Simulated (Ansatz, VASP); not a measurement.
## One calculation of NiO, two programs

POSCAR

```
NiO
1.0
    0.0000000000      2.0859016414      2.0859016414
    2.0859016414      0.0000000000      2.0859016414
    2.0859016414      2.0859016414      0.0000000000
Ni O
1 1
Direct
    0.0000000000      0.0000000000      0.0000000000
    0.5000000000      0.5000000000      0.5000000000
```

The input INCAR.step1:

```
PREC = Accurate
ENCUT = 520
ISMEAR = -1
SIGMA = 0.05
LREAL = F
LASPH = T
NELM = 150
ISPIN = 2
MAGMOM = 1 0
LMAXMIX = 4
LDAU = T
LDAUTYPE = 2
LDAUL = 2 -1
LDAUU = 6 0
LDAUJ = 0 0
NBANDS = 19
GGA = PE
ALGO = Normal
EDIFF = 1E-4
LWAVE = T
LCHARG = F
```

File INCAR.step2:

```
PREC = Accurate
ENCUT = 520
EDIFF = 1E-6
ISMEAR = -1
SIGMA = 0.05
LREAL = F
LASPH = T
NELM = 150
ALGO = Normal
ISIF = 2
LWAVE = F
LCHARG = T
ISPIN = 2
MAGMOM = 1 0
LORBIT = 11
LMAXMIX = 4
LDAU = T
LDAUTYPE = 2
LDAUL = 2 -1
LDAUU = 6 0
LDAUJ = 0 0
LDAUPRINT = 1
METAGGA = R2SCAN
LMIXTAU = T
LELF = T
LVHAR = T
NBANDS = 19
ISTART = 1
```

File KPOINTS:

```
Automatic mesh
0
Gamma
  11 11 11
```

File input.yaml:

```yaml
crystal:
  lattice:
    - [0.0, 2.0859016414, 2.0859016414]
    - [2.0859016414, 0.0, 2.0859016414]
    - [2.0859016414, 2.0859016414, 0.0]
  atoms:
    - { symbol: Ni, position: [0.0, 0.0, 0.0], spin: 1.0 }
    - { symbol: O, position: [0.5, 0.5, 0.5] }
hamiltonian:
  xc: r2scan
  pseudopotentials: { kind: paw }
  hubbard: { sites: [{ species: Ni, l: d, u_eff: 6.0 }] }
magnetization:
  spin_polarized: true
kpoints:
  mp_grid: { grid: [11, 11, 11] }
  band_path:
    path:
      - [[0.0, 0.0, 0.0], [0.5, 0.0, 0.5], [0.5, 0.25, 0.75], [0.375, 0.375, 0.75], [0.0, 0.0, 0.0], [0.5, 0.5, 0.5], [0.625, 0.25, 0.625], [0.5, 0.25, 0.75], [0.5, 0.5, 0.5], [0.375, 0.375, 0.75]]
      - [[0.625, 0.25, 0.625], [0.5, 0.0, 0.5]]
    npoints: 14
scf:
  occupations: { method: fermi_dirac, width: 0.05 }
  n_extra_bands: 6
output:
  forces: true
  stress: true
  eigenvalues: true
  fatbands: true
```

Alike in both runs: functional r2SCAN; k mesh 11 × 11 × 11; occupations fermi-dirac, width 0.05 eV; collinear spin; Hubbard terms Ni d U = 6.0 eV.

|  | VASP | Ansatz |
| --- | --- | --- |
| version | VASP 6.6.1 | Ansatz 0.2.0 |
| potentials or method | VASP PAW PBE potentials, release 64 (Ni, O) | Ansatz PAW |
| plane-wave cutoff (eV) | 520 | 500 |
| valence electrons in the cell | 16 | 24 |
| task | single point | band structure |

```csv
,VASP,Ansatz,Ansatz less VASP
gap on the k mesh at the Fermi level (eV),3.43,2.96,-0.465
least direct gap on the mesh (eV),4.41,4.26,-0.146
pressure (GPa),-1.5,8.1,+9.66
net moment per atom (μB),1.00,1.00,0.000
size of the moment on the site where the two differ most (μB),1.88,1.77,-0.106
```

VASP's potentials were made for PBE, not for r2SCAN. Site moments also hang on the region over which each program counts them. The programs project onto different local orbitals, so the same U acts differently, and such runs can settle in different states. VASP's potentials hold 16 valence electrons a cell and Ansatz's 24, so a difference there can come from the potentials and not from the codes.

Noted on Ansatz's run: the magnetic or orbital state may not be the lowest.
